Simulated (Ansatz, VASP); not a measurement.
**Two plane-wave programs on P**

```
P
1.0
    -0.00003   -0.00026    2.45579
     4.88161   -0.00125   -0.00024
    -0.00067    4.90844   -0.00055
P
4
Direct
  0.99999 0.99029 0.99880
  0.00003 0.99022 0.50127
  0.99999 0.50972 0.99857
  0.99999 0.50977 0.50136
```

Change from the starting cell: cell x4, atoms moved at random (sigma 0.05 Å) and cell strained at random (1.5 %), then relaxed without symmetry.

Alike in both runs: functional PBE; k mesh 8 × 4 × 4; occupations gaussian, width 0.2 eV; no spin polarisation.

Ansatz relaxed the structure, and its values are those at the end. VASP's run is a single point on that final structure, the one shown.

|  | VASP | Ansatz |
| --- | --- | --- |
| version | VASP 6.6.1 | Ansatz 0.2.0 |
| potentials or method | VASP PAW PBE potentials, release 64 (P), cutoff 520 eV | scalar-relativistic, plane waves, PAW |
| valence electrons in the cell | 20 | 20 |

VASP gave:

- gap on the k mesh at the Fermi level (eV): none
- pressure (GPa): -0.3
- rms of the force components (eV/Å): 0.009

**Question.** Which values does Ansatz return?

**Answer.** gap on the k mesh at the Fermi level (eV): none; pressure (GPa): 0.0; rms of the force components (eV/Å): 0.005.

A gap of «none» marks a metal or a gap that the smearing closes.
